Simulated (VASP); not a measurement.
# Ir (I4/mmm) in VASP: a series of runs

Ir is run at these levels: LDA; tasks: single point.

Program: VASP 6.6.1. These are calculated values, not measurements. Logs are shortened: lines on timing, memory, paths and dates and some standing lists are left out, and cuts for length are marked.

### Step 1. The cell of the first run

Symmetry: I4/mmm, No. 139, tetragonal system. Conventional cell: a = 3.092 Å, b = 3.092 Å, c = 2.972 Å, α = 90.00°, β = 90.00°, γ = 90.00°. Within 3.5 Å of Ir (site symmetry 4/mmm) lie 14 Ir at 2.64 to 3.09 Å.

### Step 2. Single point, LDA (14.20 Å³/atom)

INCAR

```
PREC     = Accurate       # precision mode
ENCUT    = 520            # plane-wave cutoff, eV
EDIFF    = 1E-7           # SCF threshold, eV
ISMEAR   = 0              # smearing method
SIGMA    = 0.15           # smearing width, eV
LREAL    = False          # projectors in reciprocal space
LASPH    = True           # aspherical terms in the spheres
NELM     = 100            # most SCF steps
ALGO     = Fast           # electronic algorithm
ISIF     = 2              # what is computed and relaxed
LWAVE    = False          # write WAVECAR
LCHARG   = False          # write CHGCAR
NBANDS   = 10             # bands
```

KPOINTS

```
regular mesh
0
Gamma
  22 22 22
```

POSCAR

```
Ir
1.0
    0.0000000000      2.1861894760      1.4859529869
    2.1861894760      0.0000000000      1.4859529869
    2.1861894760      2.1861894760      0.0000000000
Ir
1
Direct
    0.0000000000      0.0000000000      0.0000000000
```

Potentials or basis: VASP PAW LDA potentials, release 64 (Ir).

Run with:

```sh
cat potpaw_LDA.64/Ir/POTCAR > POTCAR
mpirun -np 1 vasp_std > vasp.out
```

OUTCAR:

```text
PREC = Accurate
   ENCUT = 520
   EDIFF = 1E-7
   ISMEAR = 0
   LREAL = False
   LASPH = True
   NELM = 100
   ISIF = 2

 ion  position               nearest neighbor table
   1  0.000  0.000  0.000-

  LATTYP: Found a body centered tetragonal cell.
 ALAT       =     3.0917388069
 C/A-ratio  =     0.9612409584

  Lattice vectors:

 A1 = (   0.0000000000,  -2.1861894760,  -1.4859529869)
 A2 = (   0.0000000000,   2.1861894760,  -1.4859529869)
 A3 = (   2.1861894760,   0.0000000000,   1.4859529869)

Analysis of symmetry for initial positions (statically):
=====================================================================
 Subroutine PRICEL returns:
 Original cell was already a primitive cell.

 Routine SETGRP: Setting up the symmetry group for a
 body centered tetragonal supercell.

 Subroutine GETGRP returns: Found 16 space group operations
 (whereof 16 operations were pure point group operations)
 out of a pool of 16 trial point group operations.

The static configuration has the point symmetry D_4h.

Analysis of symmetry for dynamics (positions and initial velocities):
=====================================================================
 Subroutine PRICEL returns:
 Original cell was already a primitive cell.

 Routine SETGRP: Setting up the symmetry group for a
 body centered tetragonal supercell.

 Subroutine GETGRP returns: Found 16 space group operations
 (whereof 16 operations were pure point group operations)
 out of a pool of 16 trial point group operations.

The dynamic configuration has the point symmetry D_4h.

 Subroutine INISYM returns: Found 16 space group operations
 (whereof 16 operations are pure point group operations),
 and found     1 'primitive' translations

----------------------------------------------------------------------------------------

                                     Primitive cell

  volume of cell :      14.2040

  direct lattice vectors                    reciprocal lattice vectors
     0.000000000  2.186189476  1.485952987    -0.228708447  0.228708447  0.336484401
     2.186189476  0.000000000  1.485952987     0.228708447 -0.228708447  0.336484401
     2.186189476  2.186189476  0.000000000     0.228708447  0.228708447 -0.336484401

  length of vectors
     2.643384328  2.643384328  3.091738807     0.466729964  0.466729964  0.466729964

  position of ions in fractional coordinates (direct lattice)
     0.000000000  0.000000000  0.000000000

  ion indices of the primitive-cell ions
   primitive index   ion index
                 1           1

----------------------------------------------------------------------------------------

 KPOINTS: regular mesh

Automatic generation of k-mesh.
 Grid dimensions read from file:
 generate k-points for:   22   22   22

 Generating k-lattice:

  Cartesian coordinates                     Fractional coordinates (reciprocal lattice)
    -0.010395839  0.010395839  0.015294745     0.045454545 -0.000000000  0.000000000
     0.010395839 -0.010395839  0.015294745    -0.000000000  0.045454545  0.000000000
     0.010395839  0.010395839 -0.015294745     0.000000000  0.000000000  0.045454545

  Length of vectors
     0.021214998  0.021214998  0.021214998

  Shift w.r.t. Gamma in fractional coordinates (k-lattice)
     0.000000000  0.000000000  0.000000000

 Subroutine IBZKPT returns following result:
 ===========================================

 Found    834 irreducible k-points:

 Following reciprocal coordinates:
            Coordinates               Weight
  0.000000  0.000000  0.000000      1.000000
  0.045455 -0.000000  0.000000      8.000000
  0.090909 -0.000000  0.000000      8.000000
  0.136364  0.000000  0.000000      8.000000
  0.181818  0.000000  0.000000      8.000000
  0.227273  0.000000  0.000000      8.000000
[... 16 lines left out ...]
  0.500000  0.045455  0.000000      8.000000
 -0.454545  0.045455  0.000000      8.000000
 [... further k-points ...]
   k-points           NKPTS =    834   k-points in BZ     NKDIM =    834   number of bands    NBANDS=     10
   number of dos      NEDOS =    301   number of ions     NIONS =      1
   total plane-waves  NPLWV =   9600
   dimension x,y,z NGX =    20 NGY =   20 NGZ =   24
   dimension x,y,z NGXF=    40 NGYF=   40 NGZF=   48
   ions per type =               1
   NGX,Y,Z   is equivalent  to a cutoff of  12.58, 12.58, 12.91 a.u.
   NGXF,Y,Z  is equivalent  to a cutoff of  25.16, 25.16, 25.81 a.u.
 SYSTEM =  unknown system
   PREC   = accura    normal or accurate (medium, high low for compatibility)
   ISTART =      0    job   : 0-new  1-cont  2-samecut
   ICHARG =      2    charge: 1-file 2-atom 10-const
   ISPIN  =      1    spin polarized calculation?
   LNONCOLLINEAR =      F non collinear calculations
   LSORBIT =      F    spin-orbit coupling
   LASPH  =      T    aspherical Exc in radial PAW
   ENCUT  =  520.0 eV  38.22 Ry    6.18 a.u.   4.91  4.91  5.75*2*pi/ulx,y,z
   NELM   =    100;   NELMIN=  2; NELMDL= -5     # of ELM steps
   EDIFF  = 0.1E-06   stopping-criterion for ELM
   LREAL  =      F    real-space projection
   EDIFFG = 0.1E-05   stopping-criterion for IOM
   NSW    =      0    number of steps for IOM
   IBRION =     -1    ionic relax: 0-MD 1-quasi-New 2-CG
   NFREE  =      0    steps in history (QN), initial steepest desc. (CG)
   ISIF   =      2    stress and relaxation
   ISYM   =      2    0-nonsym 1-usesym 2-fastsym
   POTIM  = 0.5000    time-step for ionic-motion
   TEBEG  =    0.0;   TEEND  =   0.0 temperature during run
   PSTRESS=    0.0 pullay stress
   NELECT =       9.0000    total number of electrons
   NUPDOWN=      -1.0000    fix difference up-down
   EMIN   =  10.00;   EMAX   =-10.00  energy-range for DOS
   EFERMI =   0.00;   METHOD = LEGACY
   ISMEAR =     0;   SIGMA  =   0.15  broadening in eV -4-tet -1-fermi 0-gaus
   EFERMI_NEDOS =   21; number of points for ismear=-14 and -15
   IALGO  =     68    algorithm
   IMIX   =      4    mixing-type and parameters
     AMIX     =   0.40;   BMIX     =  1.00
     AMIX_MAG =   1.60;   BMIX_MAG =  1.00
  volume/ion in A,a.u.               =      14.20        95.85
  Fermi-wavevector in a.u.,A,eV,Ry     =   1.406108  2.657159 26.900631  1.977141
  Thomas-Fermi vector in A             =   2.528502
   LORBIT       =      0    0 simple, 1 ext, 2 COOP (PROOUT), +10 PAW based schemes
   GGA     = CA    functional components
   LHFCALC =     F    Hartree Fock is set to
   AEXX    =    0.0000 exact exchange contribution
   IVDW    =     0    specifies the selected vdW correction
   LEPSILON=     F    determine dielectric tensor
   LRPA    =     F    only Hartree local field effects (RPA)
 non-spin polarized calculation
 RMM-DIIS sequential band-by-band and
 Gauss-broadening in eV      SIGMA  =   0.15
  energy-cutoff  :      520.00
  volume of cell :       14.20
 maximum number of plane-waves:       400
   NGX =  9   NGY =  9   NGZ = 11

 number of electron       9.0000000 magnetization

 Free energy of the ion-electron system (eV)
  ---------------------------------------------------
  ext. energy  EPLUGINS =         0.00000000
  ---------------------------------------------------
  free energy    TOTEN  =        -9.68462893 eV

  energy without entropy =       -9.65972802  energy(sigma->0) =       -9.67217847

 E-fermi :   9.9765     XC(G=0): -14.1033

 val. band max:        9.9764276860   @ k =   0.4545   0.0455   0.0909
 cond. band min:       9.9768501920   @ k =   0.3182   0.0455   0.0000
 fundamental gap:      0.0004225060
 Fermi energy:         9.9765460981

 k-point     1 :       0.0000    0.0000    0.0000
  band No.  band energies     occupation
      1      -0.8214      2.00000
      2       5.9921      2.00000
      3       6.3966      2.00000
      4       6.3966      2.00000
      5       9.0334      2.00000
      6       9.7776      1.93933
      7      26.6606      0.00000
      8      26.6606      0.00000
      9      27.5617      0.00000
     10      37.9442      0.00000

 k-point     2 :       0.0455   -0.0000    0.0000
  band No.  band energies     occupation
      1      -0.7222      2.00000
      2       6.0056      2.00000
      3       6.3904      2.00000
      4       6.4219      2.00000
      5       9.0275      2.00000
      6       9.7244      1.98255
      7      26.7807      0.00000
      8      26.8187      0.00000
      9      27.6436      0.00000
     10      36.9974      0.00000

 k-point     3 :       0.0909   -0.0000    0.0000
  band No.  band energies     occupation
      1      -0.4311      2.00000
      2       5.9511      2.00000
      3       6.3648      2.00000
      4       6.5971      2.00000
      5       9.0076      2.00000
      6       9.6004      1.99961
      7      27.0715      0.00000
      8      27.2845      0.00000
      9      27.8515      0.00000
     10      35.4784      0.00000

 k-point     4 :       0.1364    0.0000    0.0000
  band No.  band energies     occupation
      1       0.0313      2.00000
      2       5.7740      2.00000
      3       6.3058      2.00000
      4       6.9877      2.00000
      5       8.9741      2.00000
      6       9.4876      2.00000
      7      27.3241      0.00000
      8      28.0338      0.00000
      9      28.0397      0.00000
     10      34.2907      0.00000
[... 222 lines left out ...]
 k-point    22 :       0.4545    0.0455    0.0000
  band No.  band energies     occupation
      1       2.3822      2.00000
      2       4.3334      2.00000
      3       8.5756      2.00000
      4       9.4907      2.00000
      5      10.9359      0.00000
      6      12.1339      0.00000
      7      18.8045      0.00000
      8      23.3082      0.00000
      9      26.9663      0.00000
     10      34.9072      0.00000

 k-point    23 :       0.5000    0.0455    0.0000
  band No.  band energies     occupation
      1       2.3645      2.00000
      2       4.3039      2.00000
      3       8.8540      2.00000
      4       9.3266      2.00000
      5      11.2022      0.00000
      6      12.3473      0.00000
      7      18.3443      0.00000
      8      23.1944      0.00000
      9      26.6351      0.00000
     10      34.9189      0.00000

 k-point    24 :      -0.4545    0.0455    0.0000
  band No.  band energies     occupation
      1       2.3850      2.00000
      2       4.3416      2.00000
      3       8.6559      2.00000
      4       9.2852      2.00000
      5      10.9514      0.00000
      6      12.1526      0.00000
      7      18.8834      0.00000
      8      23.3544      0.00000
      9      26.9336      0.00000
     10      35.0858      0.00000

 [... further k-points ...]

------------------------ aborting loop because EDIFF is reached ----------------------------------------

  FORCE on cell =-STRESS in cart. coord.  units (eV):
  Direction    XX          YY          ZZ          XY          YZ          ZX
  --------------------------------------------------------------------------------------
  -------------------------------------------------------------------------------------
  Total        1.1170250      1.1170250     -0.9349668      0.0000000     -0.0000000      0.0000000
  in kB      125.9977590    125.9977590   -105.4620251      0.0000000     -0.0000000      0.0000000
  external PRESSURE =      48.8444977 kB  Pullay stress =       0.0000000 kB

 VOLUME and BASIS-vectors are now :
 -----------------------------------------------------------------------------
  energy-cutoff  :      520.00
  volume of cell :       14.20
      direct lattice vectors                 reciprocal lattice vectors
     0.000000000  2.186189476  1.485952987    -0.228708447  0.228708447  0.336484401
     2.186189476  0.000000000  1.485952987     0.228708447 -0.228708447  0.336484401
     2.186189476  2.186189476  0.000000000     0.228708447  0.228708447 -0.336484401

 POSITION                                       TOTAL-FORCE (eV/Angst)
 -----------------------------------------------------------------------------------
      0.00000      0.00000      0.00000         0.000000      0.000000      0.000000
 -----------------------------------------------------------------------------------
    total drift:                               -0.000000     -0.000000     -0.000000

  FREE ENERGIE OF THE ION-ELECTRON SYSTEM (eV)
  ---------------------------------------------------
  free  energy   TOTEN  =        -9.6846289311 eV

  energy  without entropy=       -9.6597280187  energy(sigma->0) =       -9.67217847
```

Run time: 58 s. Hardware: 1 thread of AMD EPYC 9R45 (Zen 5), shared host; peak memory 0.2 GiB.

Results:

| Quantity | Value |
| --- | --- |
| Free energy | -9.6846 eV |
| Pressure | 4.9 GPa |
| Band gap on the k mesh | zero (an odd number of electrons rules out a gap without spin polarisation) |

Stress tensor (GPa, compression positive):
```
 12.60   0.00   0.00
  0.00  12.60   0.00
  0.00   0.00 -10.55
```

Levels at points of the mesh, in eV from the Fermi level:
| k point | band 1 | band 2 | band 3 | band 4 | band 5 | band 6 | band 7 | band 8 |
| --- | --- | --- | --- | --- | --- | --- | --- | --- |
| (0.00, 0.00, 0.00) | -10.80 | -3.98 | -3.58 | -3.58 | -0.94 | -0.20 | 16.68 | 16.68 |
| (0.50, 0.00, 0.00) | -7.70 | -5.76 | -0.60 | 0.04 | 0.12 | 2.39 | 8.39 | 12.97 |
| (0.50, 0.50, 0.00) | -7.32 | -7.24 | 1.55 | 1.55 | 1.76 | 7.63 | 7.63 | 8.89 |
| (0.50, 0.00, 0.50) | -7.76 | -5.31 | -1.16 | -0.23 | -0.12 | 2.27 | 8.04 | 13.38 |

Caveat: the cell stands under pressure; spin-orbit coupling is left out, which moves the levels of the heavy elements.

(Part 1 of 2 ends here.)
